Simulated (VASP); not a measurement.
Input of a VASP 6.6.1 run:

INCAR

```
  PREC = Accurate
  ENCUT = 520
  EDIFF = 1E-7
  ISMEAR = 0
  SIGMA = 0.01
  LREAL = F
  LASPH = T
  NELM = 80
  ALGO = Normal
  ISIF = 2
  LWAVE = F
  LCHARG = T
  GGA = PS
  IVDW = 12
  LELF = T
  LVHAR = T
  NBANDS = 35
```

The input KPOINTS:

```
regular mesh
0
Gamma
  12 12 4
```

POSCAR

```
WS2
1.0
    2.9938122097      0.0000000000      0.0000000000
   -1.4969061049      2.5927174277      0.0000000000
    0.0000000000      0.0000000000     10.8999544012
W S
2 4
Direct
    0.3333333333      0.6666666667      0.7500000000
    0.6666666667      0.3333333333      0.2500000000
    0.3333333333      0.6666666667      0.1044751739
    0.6666666667      0.3333333333      0.6044751739
    0.3333333333      0.6666666667      0.3955248261
    0.6666666667      0.3333333333      0.8955248261
```

Potentials or basis: VASP PAW PBE potentials, release 64 (W_sv, S).

Run with:

```bash
$ cat potpaw_PBE.64/W_sv/POTCAR potpaw_PBE.64/S/POTCAR > POTCAR
$ mpirun -np 1 vasp_std > vasp.out
```

What does it give for the pressure?

20.4 GPa.

Estimate the largest force.

0.008 eV/Å.

Estimate the dispersion energy per atom.

-0.490 eV.

Predict the band gap on the k mesh.

zero (band 26 reaches 11.10 eV, above the bottom of band 27 at 11.07 eV).

Stress tensor (GPa, compression positive):
```
20.31  0.00  0.00
 0.00 20.31  0.00
 0.00  0.00 20.47
```

Caveat: the PAW data sets were made with another functional, which shifts forces and pressure a little; spin-orbit coupling is left out, which moves the levels of the heavy elements; pairwise dispersion overbinds metals, which lowers pressure and volume.
